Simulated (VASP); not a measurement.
## Zr: single point with PBE

The system is Zr.

```
Zr
1.0
     3.23405    0.00000    0.00000
    -1.61703    2.80077    0.00000
     0.00000    0.00000    5.16221
Zr
2
Cartesian
  0.0000 1.8672 1.2906
  1.6170 0.9336 3.8717
```

```json
{"Program": "VASP 6.6.1", "Task": "single point", "Functional": "PBE", "Potentials or basis": "VASP PAW PBE potentials, release 64 (Zr_sv)", "Cutoff": "520 eV", "k mesh": "18 × 18 × 10", "Occupations": "fermi-dirac, width 0.05 eV", "Spin": "collinear spin", "Starting moments": "[1.0, 1.0] μB"}
```

```
Pressure                                              : 0.1 GPa
Band gap on the k mesh                                : zero (filled and empty bands overlap)
Net moment                                            : 0.00 μB per cell
Valence electrons inside the program's atomic spheres : Zr 9.81
```

Stress tensor (GPa, compression positive):
```
-0.01  0.00  0.00
 0.00 -0.01  0.00
 0.00  0.00  0.19
```

Levels at points of the mesh, in eV from the Fermi level:
Spin up:
| k point | band 9 | band 10 | band 11 | band 12 | band 13 | band 14 | band 15 | band 16 |
| --- | --- | --- | --- | --- | --- | --- | --- | --- |
| (0.00, 0.00, 0.00) | -5.65 | -3.02 | 0.86 | 0.86 | 0.99 | 1.14 | 1.55 | 1.55 |
| (0.50, 0.00, 0.00) | -2.55 | -2.50 | -2.13 | -0.22 | 0.55 | 0.76 | 1.44 | 4.88 |
| (0.00, 0.00, 0.50) | -3.95 | -3.95 | 0.03 | 0.03 | 0.77 | 0.77 | 0.77 | 0.77 |
| (0.50, 0.00, 0.50) | -2.86 | -2.86 | -1.05 | -1.05 | 1.61 | 1.61 | 2.21 | 2.21 |
Spin down:
| k point | band 9 | band 10 | band 11 | band 12 | band 13 | band 14 | band 15 | band 16 |
| --- | --- | --- | --- | --- | --- | --- | --- | --- |
| (0.00, 0.00, 0.00) | -5.65 | -3.02 | 0.86 | 0.86 | 0.99 | 1.14 | 1.55 | 1.55 |
| (0.50, 0.00, 0.00) | -2.55 | -2.50 | -2.13 | -0.22 | 0.55 | 0.76 | 1.44 | 4.88 |
| (0.00, 0.00, 0.50) | -3.95 | -3.95 | 0.03 | 0.03 | 0.77 | 0.77 | 0.77 | 0.77 |
| (0.50, 0.00, 0.50) | -2.86 | -2.86 | -1.05 | -1.05 | 1.61 | 1.61 | 2.21 | 2.21 |

Run time: 4.5 min on 1 thread of Intel(R) Xeon(R) Platinum 8488C (Sapphire Rapids), on a shared host, peak memory 0.41 GiB.
